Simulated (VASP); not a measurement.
**InSb3: single point with PBE**

InSb3:

```
CELL_PARAMETERS angstrom
-2.25339 2.25339 5.51841
2.25339 -2.25339 5.51841
2.25339 2.25339 -5.51841
ATOMIC_POSITIONS crystal
In 0.00000 0.00000 0.00000
Sb 0.50000 0.50000 0.00000
Sb 0.25000 0.75000 0.50000
Sb 0.75000 0.25000 0.50000
```

```yaml
Program: VASP 6.6.1
Task: single point
Functional: PBE
Potentials_or_basis: VASP PAW PBE potentials, release 64 (In_d, Sb)
Cutoff: 520 eV
k_mesh: 14 × 14 × 14
Occupations: gaussian, width 0.1 eV
Spin: no spin polarisation
Dipole_correction: no
Further_INCAR_settings: ALGO = Normal; EDIFF = 1e-07; NBANDS = 22
```

```yaml
Pressure: -0.1 GPa
Band_gap_on_the_k_mesh: zero (bands 14 and 15 overlap by 1.78 eV)
```

Levels at points of the mesh, in eV from the Fermi level:
```tsv
k point	band 11	band 12	band 13	band 14	band 15	band 16	band 17	band 18
(0.00, 0.00, 0.00)	-2.89	-2.89	-1.82	-1.82	-0.12	0.42	2.89	2.89
(0.50, 0.00, 0.00)	-1.98	-1.58	-1.13	-0.24	-0.12	0.60	1.21	1.93
(0.50, 0.50, 0.00)	-4.68	-2.75	-2.71	-1.37	-0.77	2.08	3.37	5.20
(0.50, 0.50, 0.50)	-3.66	-0.32	-0.24	-0.24	0.00	0.74	2.91	3.38
```

Run time: 27 min on 1 thread of AMD EPYC 7R13 (shared host), peak memory 0.71 GiB.

Caveat: spin-orbit coupling is left out, which moves the levels of the heavy elements.
